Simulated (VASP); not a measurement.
**MnO: single point with PBEsol**

Crystal: MnO.

```
Mn O
1.0
     2.97129   -1.71698    0.00000
     2.97129    1.71698    0.00000
    -1.98463    0.00000    2.81031
Mn O
1 1
Direct
  0.50020 0.50020 0.50067
  0.74980 0.74980 0.24934
```

| Quantity | Value |
| --- | --- |
| Program | VASP 6.6.1 |
| Task | single point |
| Functional | PBEsol |
| Potentials or basis | VASP PAW PBE potentials, release 64 (Mn_pv, O) |
| Cutoff | 520 eV |
| k mesh | 9 × 9 × 9 |
| Occupations | fermi-dirac, width 0.05 eV |
| Spin | collinear spin, ferromagnetic start |
| Starting moments | [4.0, 0.0] μB |
| Dipole correction | no |
| Further INCAR settings | ALGO = Normal; EDIFF = 1e-07; NBANDS = 20 |

```yaml
Pressure: -8.1 GPa
Band_gap_on_the_k_mesh: zero (filled and empty bands overlap)
Net_moment: 5.00 μB per cell
Site_moments: Mn +4.43; O +0.18 μB
Valence_electrons_inside_the_program's_atomic_spheres: Mn 11.34; O 4.95
```

Stress tensor (GPa, compression positive):
```
-8.02  0.00  0.03
 0.00 -8.03  0.00
 0.03  0.00 -8.23
```

Levels at points of the mesh, in eV from the Fermi level:
Spin up:
| k point | band 8 | band 9 | band 10 | band 11 | band 12 | band 13 | band 14 | band 15 | band 16 | band 17 |
| --- | --- | --- | --- | --- | --- | --- | --- | --- | --- | --- |
| (0.00, 0.00, 0.00) | -2.71 | -2.71 | -1.49 | 0.01 | 0.01 | 0.01 | 11.60 | 11.67 | 11.67 | 16.55 |
Spin down:
```
           k point  band 3  band 4  band 5  band 6  band 7  band 8  band 9  band 10  band 11  band 12
(0.00, 0.00, 0.00)  -45.58  -18.77   -4.40   -4.38   -4.38   -0.07    1.58     1.59     3.35     3.35
```

Run time: 3.2 min on 1 thread of AMD EPYC 9R45 96-Core Processor (Zen 5), with other jobs on the host, peak memory 0.27 GiB.

Caveat: the cell stands under tension; the PAW data sets were made with another functional, which shifts forces and pressure a little; a cell with one magnetic atom can't hold antiferromagnetic order, which such compounds often take; semilocal functionals often make such compounds metallic where correlation or magnetic order opens a gap, which also shifts bond lengths. With open d or f shells a metallic result of PBEsol can be an artefact of self-interaction; +U or a hybrid may open a gap.
